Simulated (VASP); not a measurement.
# SiGe2 (P-3m1) in VASP: relaxation of cell and atoms with PBE

Aim: the relaxation of cell and atoms of SiGe2 with PBE.

All numbers are computed with VASP 6.6.1; they aren't measurements. Logs are shortened: lines on timing, memory, paths and dates and some standing lists are left out, and cuts for length are marked.

## 1. The cell of the first run

Symmetry: P-3m1, No. 164, trigonal system. The conventional cell has a = 3.045 Å, b = 3.045 Å, c = 7.114 Å, α = 90.00°, β = 90.00°, γ = 120.00°. Si (site symmetry -3m) has 6 Ge at 2.70 Å and 6 Si at 3.05 Å within 3.6 Å. Ge (site symmetry 3m) has 3 Si at 2.70 Å and 9 Ge at 3.05 to 3.48 Å within 3.6 Å.

## 2. Relaxation of cell and atoms, PBE

Contents of INCAR:

```
SYSTEM = SiGe2
  ALGO = Normal
  EDIFF = 1E-7
  EDIFFG = -0.01
  ENCUT = 500
  GGA = PE
  GGA_COMPAT = .FALSE.
  IBRION = 2
  ISIF = 3
  ISMEAR = 0
  LASPH = .TRUE.
  LCHARG = .FALSE.
  LREAL = .FALSE.
  LWAVE = .FALSE.
  NELM = 120
  NELMIN = 4
  NSW = 100
  PREC = Accurate
  SIGMA = 0.1
```

Contents of KPOINTS:

```
k-points
0
G
  18 18 8
  0 0 0
```

Contents of POSCAR:

```
SiGe2
1.0
    3.0450812453      0.0000000000      0.0000000000
   -1.5225406227      2.6371177150      0.0000000000
    0.0000000000      0.0000000000      7.1138344341
Si Ge
1 2
Direct
    0.0000000000      0.0000000000      0.0000000000
    0.3333333333      0.6666666667      0.7113921808
    0.6666666667      0.3333333333      0.2886078192
```

Potentials or basis: VASP PAW PBE potentials, release 64 (Si, Ge_d).

Command:

```bash
$ cat potpaw_PBE.64/Si/POTCAR potpaw_PBE.64/Ge_d/POTCAR > POTCAR
$ mpirun -np 1 vasp_std > vasp.out
```

OUTCAR:

```text
SYSTEM = SiGe2
   EDIFF = 1E-7
   EDIFFG = -0.01
   ENCUT = 500
   GGA = PE
   IBRION = 2
   ISIF = 3
   ISMEAR = 0
   LASPH = .TRUE.
   LREAL = .FALSE.
   NELM = 120
   NELMIN = 4
   NSW = 100
   PREC = Accurate

 ion  position               nearest neighbor table
   1  0.000  0.000  0.000-   2 2.70   3 2.70   3 2.70   2 2.70   3 2.70   2 2.70
   2  0.333  0.667  0.711-   1 2.70   1 2.70   1 2.70
   3  0.667  0.333  0.289-   1 2.70   1 2.70   1 2.70

  LATTYP: Found a hexagonal cell.
 ALAT       =     3.0450812453
 C/A-ratio  =     2.3361722926

  Lattice vectors:

 A1 = (   3.0450812453,   0.0000000000,   0.0000000000)
 A2 = (  -1.5225406227,   2.6371177150,   0.0000000000)
 A3 = (   0.0000000000,   0.0000000000,   7.1138344341)

Analysis of symmetry for initial positions (statically):
=====================================================================
 Subroutine PRICEL returns:
 Original cell was already a primitive cell.

 Routine SETGRP: Setting up the symmetry group for a
 hexagonal supercell.

 Subroutine GETGRP returns: Found 12 space group operations
 (whereof 12 operations were pure point group operations)
 out of a pool of 24 trial point group operations.

The static configuration has the point symmetry D_3d.

Analysis of symmetry for dynamics (positions and initial velocities):
=====================================================================
 Subroutine PRICEL returns:
 Original cell was already a primitive cell.

 Routine SETGRP: Setting up the symmetry group for a
 hexagonal supercell.

 Subroutine GETGRP returns: Found 12 space group operations
 (whereof 12 operations were pure point group operations)
 out of a pool of 24 trial point group operations.

The dynamic configuration has the point symmetry D_3d.

 Subroutine INISYM returns: Found 12 space group operations
 (whereof 12 operations are pure point group operations),
 and found     1 'primitive' translations

----------------------------------------------------------------------------------------

                                     Primitive cell

  volume of cell :      57.1258

  direct lattice vectors                    reciprocal lattice vectors
     3.045081245  0.000000000  0.000000000     0.328398463  0.189600941  0.000000000
    -1.522540623  2.637117715  0.000000000     0.000000000  0.379201882  0.000000000
[... 87 lines left out ...]
   EDIFF  = 0.1E-06   stopping-criterion for ELM
   LREAL  =      F    real-space projection
   EDIFFG = -.1E-01   stopping-criterion for IOM
   NSW    =    100    number of steps for IOM
   IBRION =      2    ionic relax: 0-MD 1-quasi-New 2-CG
   NFREE  =      1    steps in history (QN), initial steepest desc. (CG)
   ISIF   =      3    stress and relaxation
   ISYM   =      2    0-nonsym 1-usesym 2-fastsym
   POTIM  = 0.5000    time-step for ionic-motion
   TEBEG  =    0.0;   TEEND  =   0.0 temperature during run
   PSTRESS=    0.0 pullay stress
   NELECT =      32.0000    total number of electrons
   NUPDOWN=      -1.0000    fix difference up-down
   EMIN   =  10.00;   EMAX   =-10.00  energy-range for DOS
   EFERMI =   0.00;   METHOD = LEGACY
   ISMEAR =     0;   SIGMA  =   0.10  broadening in eV -4-tet -1-fermi 0-gaus
   EFERMI_NEDOS =   21; number of points for ismear=-14 and -15
   IALGO  =     38    algorithm
   IMIX   =      4    mixing-type and parameters
     AMIX     =   0.40;   BMIX     =  1.00
     AMIX_MAG =   1.60;   BMIX_MAG =  1.00
  volume/ion in A,a.u.               =      19.04       128.50
  Fermi-wavevector in a.u.,A,eV,Ry     =   1.349524  2.550232 24.779153  1.821216
  Thomas-Fermi vector in A             =   2.477104
   LORBIT       =      0    0 simple, 1 ext, 2 COOP (PROOUT), +10 PAW based schemes
   GGA     = PE    functional components
   LHFCALC =     F    Hartree Fock is set to
   AEXX    =    0.0000 exact exchange contribution
   IVDW    =     0    specifies the selected vdW correction
   LEPSILON=     F    determine dielectric tensor
   LRPA    =     F    only Hartree local field effects (RPA)
 conjugate gradient relaxation of ions
 non-spin polarized calculation
 Gauss-broadening in eV      SIGMA  =   0.10
  energy-cutoff  :      500.00
  volume of cell :       57.13
 maximum number of plane-waves:      1482
 NGX is ok and might be reduce to    24
   NGX = 11   NGY = 11   NGZ = 25

 number of electron      32.0000010 magnetization

 Free energy of the ion-electron system (eV)
  ---------------------------------------------------
  ext. energy  EPLUGINS =         0.00000000
  ---------------------------------------------------
  free energy    TOTEN  =       -13.16457420 eV

  energy without entropy =      -13.15913442  energy(sigma->0) =      -13.16185431

 E-fermi :   6.6829     XC(G=0): -10.7723

 val. band max:        6.6776339289   @ k =  -0.2222   0.5000   0.3750
 cond. band min:       6.6855265557   @ k =   0.4444   0.0556   0.5000
 fundamental gap:      0.0078926268
 Fermi energy:         6.6828727455

 k-point     1 :       0.0000    0.0000    0.0000
  band No.  band energies     occupation
      1     -17.9911      2.00000
      2     -17.9911      2.00000
      3     -17.9908      2.00000
      4     -17.9908      2.00000
      5     -17.9775      2.00000
      6     -17.9703      2.00000
[... 541 lines left out ...]
     19       9.2767      0.00000
     20      10.3442      0.00000

 [... further k-points ...]

------------------------ aborting loop because EDIFF is reached ----------------------------------------

  FORCE on cell =-STRESS in cart. coord.  units (eV):
  Direction    XX          YY          ZZ          XY          YZ          ZX
  --------------------------------------------------------------------------------------
  -------------------------------------------------------------------------------------
  Total       -0.0183412     -0.0183412     -0.0209358      0.0000000      0.0000000     -0.0000000
  in kB       -0.5144062     -0.5144062     -0.5871754      0.0000000      0.0000000     -0.0000000
  external PRESSURE =      -0.5386626 kB  Pullay stress =       0.0000000 kB

 VOLUME and BASIS-vectors are now :
 -----------------------------------------------------------------------------
  energy-cutoff  :      500.00
  volume of cell :       57.13
      direct lattice vectors                 reciprocal lattice vectors
     3.045081245  0.000000000  0.000000000     0.328398463  0.189600941  0.000000000
    -1.522540623  2.637117715  0.000000000     0.000000000  0.379201882  0.000000000
     0.000000000  0.000000000  7.113834434     0.000000000  0.000000000  0.140571166

 POSITION                                       TOTAL-FORCE (eV/Angst)
 -----------------------------------------------------------------------------------
      0.00000      0.00000      0.00000         0.000000      0.000000      0.000000
     -0.00000      1.75808      5.06073        -0.000000     -0.000000     -0.003610
      1.52254      0.87904      2.05311         0.000000      0.000000      0.003610
 -----------------------------------------------------------------------------------
    total drift:                                0.000000      0.000000     -0.000000

  FREE ENERGIE OF THE ION-ELECTRON SYSTEM (eV)
  ---------------------------------------------------
  free  energy   TOTEN  =       -13.1645741968 eV

  energy  without entropy=      -13.1591344163  energy(sigma->0) =      -13.16185431

 reached required accuracy - stopping structural energy minimisation
```

OSZICAR:

```text
N       E                     dE             d eps       ncg     rms          rms(c)
DAV:   1     0.204222419310E+03    0.20422E+03   -0.16016E+04 11232   0.385E+03
DAV:   2     0.153848063619E+02   -0.18884E+03   -0.18309E+03 10676   0.607E+02
DAV:   3    -0.122292701098E+02   -0.27614E+02   -0.26933E+02 12200   0.152E+02
DAV:   4    -0.132497758294E+02   -0.10205E+01   -0.10131E+01 12612   0.323E+01
DAV:   5    -0.132742110303E+02   -0.24435E-01   -0.24417E-01 12644   0.516E+00    0.289E+00
DAV:   6    -0.131763131798E+02    0.97898E-01   -0.29022E-01 13156   0.414E+00    0.163E+00
DAV:   7    -0.131680857826E+02    0.82274E-02   -0.37211E-02 11976   0.127E+00    0.761E-01
DAV:   8    -0.131646379595E+02    0.34478E-02   -0.51072E-03 14272   0.482E-01    0.106E-01
DAV:   9    -0.131645608417E+02    0.77118E-04   -0.53396E-04 12012   0.168E-01    0.660E-02
DAV:  10    -0.131645775079E+02   -0.16666E-04   -0.12499E-04 13016   0.116E-01    0.158E-02
DAV:  11    -0.131645741426E+02    0.33653E-05   -0.12087E-05 12244   0.362E-02    0.589E-03
DAV:  12    -0.131645742359E+02   -0.93301E-07   -0.22050E-06 10360   0.123E-02    0.225E-03
DAV:  13    -0.131645741968E+02    0.39101E-07   -0.20014E-07  8884   0.474E-03
   1 F= -.13164574E+02 E0= -.13161854E+02  d E =-.131646E+02
```

Wall time 10 min (1 thread of AMD EPYC 7R43 (Zen 3), shared host); peak memory 0.34 GiB.

What came out:

```
Free energy                  : -13.1646 eV
Pressure after relaxing      : -0.1 GPa
Largest force after relaxing : 0.004 eV/Å
Band gap on the k mesh       : zero (bands 16 and 17 overlap by 7.34 eV)
```

Forces on the atoms (eV/Å):
```
Si   0.000  0.000  0.000
Ge   0.000  0.000 -0.004
Ge   0.000  0.000  0.004
```

Final structure:
```yaml
crystal:
  lattice:
    - [3.04508, 0.00000, 0.00000]
    - [-1.52254, 2.63712, 0.00000]
    - [0.00000, 0.00000, 7.11383]
  atoms:
    - { symbol: Si, position: [0.00000, 0.00000, 0.00000] }
    - { symbol: Ge, position: [0.33333, 0.66667, 0.71139] }
    - { symbol: Ge, position: [0.66667, 0.33333, 0.28861] }
```

Levels at points of the mesh, in eV from the Fermi level:
```tsv
k point	band 13	band 14	band 15	band 16	band 17	band 18	band 19	band 20
(0.00, 0.00, 0.00)	-8.47	-1.62	0.33	5.42	5.42	6.39	6.39	8.38
(0.50, 0.00, 0.00)	-5.76	-4.98	-3.44	-2.73	1.55	2.95	3.36	3.96
(0.00, 0.00, 0.50)	-6.70	-4.79	4.72	5.39	5.39	6.47	6.62	6.62
(0.50, 0.00, 0.50)	-6.49	-5.52	-1.82	-1.18	0.22	0.99	1.71	3.35
```

Caveat: the relaxation stopped at its first step, so nothing moved.
